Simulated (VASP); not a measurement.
# Hf (P6_3/mmc) in VASP: a series of runs

The runs below take Hf through single point, with PBE.

Program: VASP 6.6.1. These are calculated values, not measurements. Logs are shortened: lines on timing, memory, paths and dates and some standing lists are left out, and cuts for length are marked.

## Step 1: The cell of the first run

It takes space group P6_3/mmc (No. 194, hexagonal). Conventional cell: a = 3.206 Å, b = 3.206 Å, c = 5.065 Å, α = 90.00°, β = 90.00°, γ = 120.00°. Hf (site symmetry -6m2) has 12 Hf at 3.14 to 3.21 Å within 4.1 Å.

## Step 2: Single point, PBE

Contents of INCAR:

```
SYSTEM = Hf
  PREC = Accurate
  ENCUT = 520
  EDIFF = 1E-6
  ISMEAR = 0
  SIGMA = 0.05
  LREAL = .FALSE.
  LASPH = .TRUE.
  NELM = 80
  ALGO = Fast
  ISIF = 2
  LWAVE = .FALSE.
  LCHARG = .TRUE.
  GGA = PE
  LELF = .TRUE.
  LVHAR = .TRUE.
  NBANDS = 17
```

Contents of KPOINTS:

```
regular mesh
0
G
  16 16 10
  0 0 0
```

Contents of POSCAR:

```
Hf
1.0
    3.2057721377      0.0000000000      0.0000000000
   -1.6028860688      2.7762801100      0.0000000000
    0.0000000000      0.0000000000      5.0654974656
Hf
2
Direct
    0.3333333333      0.6666666667      0.2500000000
    0.6666666667      0.3333333333      0.7500000000
```

Potentials or basis: VASP PAW PBE potentials, release 64 (Hf_pv).

Started as:

```console
> cat potpaw_PBE.64/Hf_pv/POTCAR > POTCAR
> mpirun -np 1 vasp_std > vasp.out
```

OUTCAR:

```text
SYSTEM = Hf
   PREC = Accurate
   ENCUT = 520
   EDIFF = 1E-6
   ISMEAR = 0
   LREAL = .FALSE.
   LASPH = .TRUE.
   NELM = 80
   ISIF = 2
   GGA = PE

 ion  position               nearest neighbor table
   1  0.333  0.667  0.250-   2 3.14   2 3.14   2 3.14   2 3.14   2 3.14   2 3.14
   2  0.667  0.333  0.750-   1 3.14   1 3.14   1 3.14   1 3.14   1 3.14   1 3.14

  LATTYP: Found a hexagonal cell.
 ALAT       =     3.2057721377
 C/A-ratio  =     1.5801177526

  Lattice vectors:

 A1 = (   3.2057721377,   0.0000000000,   0.0000000000)
 A2 = (  -1.6028860688,   2.7762801100,   0.0000000000)
 A3 = (   0.0000000000,   0.0000000000,   5.0654974656)

Analysis of symmetry for initial positions (statically):
=====================================================================
 Subroutine PRICEL returns:
 Original cell was already a primitive cell.

 Routine SETGRP: Setting up the symmetry group for a
 hexagonal supercell.

 Subroutine GETGRP returns: Found 24 space group operations
 (whereof 12 operations were pure point group operations)
 out of a pool of 24 trial point group operations.

The static configuration has the point symmetry D_3d.
 The point group associated with its full space group is D_6h.

Analysis of symmetry for dynamics (positions and initial velocities):
=====================================================================
 Subroutine PRICEL returns:
 Original cell was already a primitive cell.

 Routine SETGRP: Setting up the symmetry group for a
 hexagonal supercell.

 Subroutine GETGRP returns: Found 24 space group operations
 (whereof 12 operations were pure point group operations)
 out of a pool of 24 trial point group operations.

The dynamic configuration has the point symmetry D_3d.
 The point group associated with its full space group is D_6h.

 Subroutine INISYM returns: Found 24 space group operations
 (whereof 12 operations are pure point group operations),
 and found     1 'primitive' translations

----------------------------------------------------------------------------------------

                                     Primitive cell

  volume of cell :      45.0835

  direct lattice vectors                    reciprocal lattice vectors
     3.205772138  0.000000000  0.000000000     0.311937330  0.180097101  0.000000000
    -1.602886069  2.776280110  0.000000000     0.000000000  0.360194202  0.000000000
     0.000000000  0.000000000  5.065497466     0.000000000  0.000000000  0.197413977

  length of vectors
     3.205772138  3.205772138  5.065497466     0.360194202  0.360194202  0.197413977

  position of ions in fractional coordinates (direct lattice)
     0.333333333  0.666666667  0.250000000
     0.666666667  0.333333333  0.750000000

  ion indices of the primitive-cell ions
   primitive index   ion index
                 1           1
                 2           2

----------------------------------------------------------------------------------------

 KPOINTS: regular mesh

Automatic generation of k-mesh.
 Grid dimensions read from file:
 generate k-points for:   16   16   10

 Generating k-lattice:

  Cartesian coordinates                     Fractional coordinates (reciprocal lattice)
     0.019496083  0.011256069  0.000000000     0.062500000 -0.000000000  0.000000000
     0.000000000  0.022512138  0.000000000     0.000000000  0.062500000  0.000000000
     0.000000000  0.000000000  0.019741398     0.000000000  0.000000000  0.100000000

  Length of vectors
     0.022512138  0.022512138  0.019741398

  Shift w.r.t. Gamma in fractional coordinates (k-lattice)
     0.000000000  0.000000000  0.000000000

 Subroutine IBZKPT returns following result:
 ===========================================

 Found    180 irreducible k-points:

 Following reciprocal coordinates:
            Coordinates               Weight
  0.000000  0.000000  0.000000      1.000000
  0.062500  0.000000  0.000000      6.000000
  0.125000  0.000000  0.000000      6.000000
  0.187500  0.000000  0.000000      6.000000
  0.250000  0.000000  0.000000      6.000000
  0.312500  0.000000  0.000000      6.000000
[... 16 lines left out ...]
  0.187500  0.187500  0.000000      6.000000
  0.250000  0.187500  0.000000     12.000000
 [... further k-points ...]
   k-points           NKPTS =    180   k-points in BZ     NKDIM =    180   number of bands    NBANDS=     17
   number of dos      NEDOS =    301   number of ions     NIONS =      2
   total plane-waves  NPLWV =  23040
   dimension x,y,z NGX =    24 NGY =   24 NGZ =   40
   dimension x,y,z NGXF=    48 NGYF=   48 NGZF=   80
   ions per type =               2
   NGX,Y,Z   is equivalent  to a cutoff of  12.45, 12.45, 13.13 a.u.
   NGXF,Y,Z  is equivalent  to a cutoff of  24.89, 24.89, 26.26 a.u.
 SYSTEM =  Hf
   PREC   = accura    normal or accurate (medium, high low for compatibility)
   ISTART =      0    job   : 0-new  1-cont  2-samecut
   ICHARG =      2    charge: 1-file 2-atom 10-const
   ISPIN  =      1    spin polarized calculation?
   LNONCOLLINEAR =      F non collinear calculations
   LSORBIT =      F    spin-orbit coupling
   LASPH  =      T    aspherical Exc in radial PAW
   ENCUT  =  520.0 eV  38.22 Ry    6.18 a.u.   5.96  5.96  9.42*2*pi/ulx,y,z
   NELM   =     80;   NELMIN=  2; NELMDL= -5     # of ELM steps
   EDIFF  = 0.1E-05   stopping-criterion for ELM
   LREAL  =      F    real-space projection
   EDIFFG = 0.1E-04   stopping-criterion for IOM
   NSW    =      0    number of steps for IOM
   IBRION =     -1    ionic relax: 0-MD 1-quasi-New 2-CG
   NFREE  =      0    steps in history (QN), initial steepest desc. (CG)
   ISIF   =      2    stress and relaxation
   ISYM   =      2    0-nonsym 1-usesym 2-fastsym
   POTIM  = 0.5000    time-step for ionic-motion
   TEBEG  =    0.0;   TEEND  =   0.0 temperature during run
   PSTRESS=    0.0 pullay stress
   NELECT =      20.0000    total number of electrons
   NUPDOWN=      -1.0000    fix difference up-down
   EMIN   =  10.00;   EMAX   =-10.00  energy-range for DOS
   EFERMI =   0.00;   METHOD = LEGACY
   ISMEAR =     0;   SIGMA  =   0.05  broadening in eV -4-tet -1-fermi 0-gaus
   EFERMI_NEDOS =   21; number of points for ismear=-14 and -15
   IALGO  =     68    algorithm
   IMIX   =      4    mixing-type and parameters
     AMIX     =   0.40;   BMIX     =  1.00
     AMIX_MAG =   1.60;   BMIX_MAG =  1.00
  volume/ion in A,a.u.               =      22.54       152.12
  Fermi-wavevector in a.u.,A,eV,Ry     =   1.248568  2.359451 21.210417  1.558922
  Thomas-Fermi vector in A             =   2.382648
   LORBIT       =      0    0 simple, 1 ext, 2 COOP (PROOUT), +10 PAW based schemes
   GGA     = PE    functional components
   LHFCALC =     F    Hartree Fock is set to
   AEXX    =    0.0000 exact exchange contribution
   IVDW    =     0    specifies the selected vdW correction
   LEPSILON=     F    determine dielectric tensor
   LRPA    =     F    only Hartree local field effects (RPA)
 non-spin polarized calculation
 RMM-DIIS sequential band-by-band and
 Gauss-broadening in eV      SIGMA  =   0.05
  energy-cutoff  :      520.00
  volume of cell :       45.08
 maximum number of plane-waves:      1236
 NGX is ok and might be reduce to    24
   NGX = 11   NGY = 11   NGZ = 19

 number of electron      20.0000005 magnetization

 Free energy of the ion-electron system (eV)
  ---------------------------------------------------
  ext. energy  EPLUGINS =         0.00000000
  ---------------------------------------------------
  free energy    TOTEN  =       -19.85082139 eV

  energy without entropy =      -19.84855942  energy(sigma->0) =      -19.84969041

 E-fermi :   4.8814     XC(G=0): -11.2488

 val. band max:        4.8743924548   @ k =   0.3125   0.2500   0.4000
 cond. band min:       4.8821315626   @ k =   0.1875   0.0000   0.3000
 fundamental gap:      0.0077391078
 Fermi energy:         4.8813950804

 k-point     1 :       0.0000    0.0000    0.0000
  band No.  band energies     occupation
      1     -26.2179      2.00000
      2     -25.4912      2.00000
      3     -25.4912      2.00000
      4     -25.3707      2.00000
      5     -25.3656      2.00000
      6     -25.3656      2.00000
[... 9 lines left out ...]
     16       7.4772      0.00000
     17      10.1565      0.00000

 k-point     2 :       0.0625    0.0000    0.0000
  band No.  band energies     occupation
      1     -26.2081      2.00000
      2     -25.5122      2.00000
      3     -25.4983      2.00000
      4     -25.3879      2.00000
      5     -25.3753      2.00000
      6     -25.3684      2.00000
[... 9 lines left out ...]
     16       7.3631      0.00000
     17      10.2563      0.00000

 k-point     3 :       0.1250    0.0000    0.0000
  band No.  band energies     occupation
      1     -26.1791      2.00000
      2     -25.5721      2.00000
      3     -25.5182      2.00000
      4     -25.4503      2.00000
      5     -25.3891      2.00000
      6     -25.3767      2.00000
[... 9 lines left out ...]
     16       7.2726      0.00000
     17      10.4716      0.00000

 k-point     4 :       0.1875    0.0000    0.0000
  band No.  band energies     occupation
      1     -26.1334      2.00000
      2     -25.6617      2.00000
      3     -25.5469      2.00000
      4     -25.5413      2.00000
      5     -25.4120      2.00000
      6     -25.3899      2.00000
[... 9 lines left out ...]
     16       7.7718      0.00000
     17      10.7229      0.00000
[... 343 lines left out ...]
      1     -26.0191      2.00000
      2     -25.8773      2.00000
      3     -25.8378      2.00000
      4     -25.7046      2.00000
      5     -25.6047      2.00000
      6     -25.5063      2.00000
[... 9 lines left out ...]
     16      11.0007      0.00000
     17      11.7920      0.00000

 k-point    23 :       0.1875    0.1875    0.0000
  band No.  band energies     occupation
      1     -25.9911      2.00000
      2     -25.8158      2.00000
      3     -25.8111      2.00000
      4     -25.6037      2.00000
      5     -25.4940      2.00000
      6     -25.4846      2.00000
[... 9 lines left out ...]
     16       9.8524      0.00000
     17      10.8078      0.00000

 k-point    24 :       0.2500    0.1875    0.0000
  band No.  band energies     occupation
      1     -25.9264      2.00000
      2     -25.8965      2.00000
      3     -25.8416      2.00000
      4     -25.6542      2.00000
      5     -25.5374      2.00000
      6     -25.5219      2.00000
[... 9 lines left out ...]
     16      10.7265      0.00000
     17      10.8077      0.00000

 [... further k-points ...]

------------------------ aborting loop because EDIFF is reached ----------------------------------------

  FORCE on cell =-STRESS in cart. coord.  units (eV):
  Direction    XX          YY          ZZ          XY          YZ          ZX
  --------------------------------------------------------------------------------------
  -------------------------------------------------------------------------------------
  Total       -0.1227329     -0.1227329     -0.1611189     -0.0000000      0.0000000      0.0000000
  in kB       -4.3616771     -4.3616771     -5.7258372     -0.0000000      0.0000000      0.0000000
  external PRESSURE =      -4.8163971 kB  Pullay stress =       0.0000000 kB

 VOLUME and BASIS-vectors are now :
 -----------------------------------------------------------------------------
  energy-cutoff  :      520.00
  volume of cell :       45.08
      direct lattice vectors                 reciprocal lattice vectors
     3.205772138  0.000000000  0.000000000     0.311937330  0.180097101  0.000000000
    -1.602886069  2.776280110  0.000000000     0.000000000  0.360194202  0.000000000
     0.000000000  0.000000000  5.065497466     0.000000000  0.000000000  0.197413977

 POSITION                                       TOTAL-FORCE (eV/Angst)
 -----------------------------------------------------------------------------------
     -0.00000      1.85085      1.26637        -0.000000      0.000000      0.000000
      1.60289      0.92543      3.79912         0.000000     -0.000000      0.000000
 -----------------------------------------------------------------------------------
    total drift:                               -0.000000      0.000000     -0.000000

  FREE ENERGIE OF THE ION-ELECTRON SYSTEM (eV)
  ---------------------------------------------------
  free  energy   TOTEN  =       -19.8508213927 eV

  energy  without entropy=      -19.8485594249  energy(sigma->0) =      -19.84969041
```

Wall time 41 s (1 thread of Intel Xeon 6975P-C (Granite Rapids), shared host); peak memory 0.24 GiB.

What came out:

| Item | Value |
| --- | --- |
| Free energy | -19.8508 eV |
| Pressure | -0.5 GPa |
| Band gap on the k mesh | zero (band 10 reaches 6.04 eV, above the bottom of band 11 at 4.48 eV) |

Caveat: spin-orbit coupling is left out, which moves the levels of the heavy elements.

(Continued in part 2 of 2.)
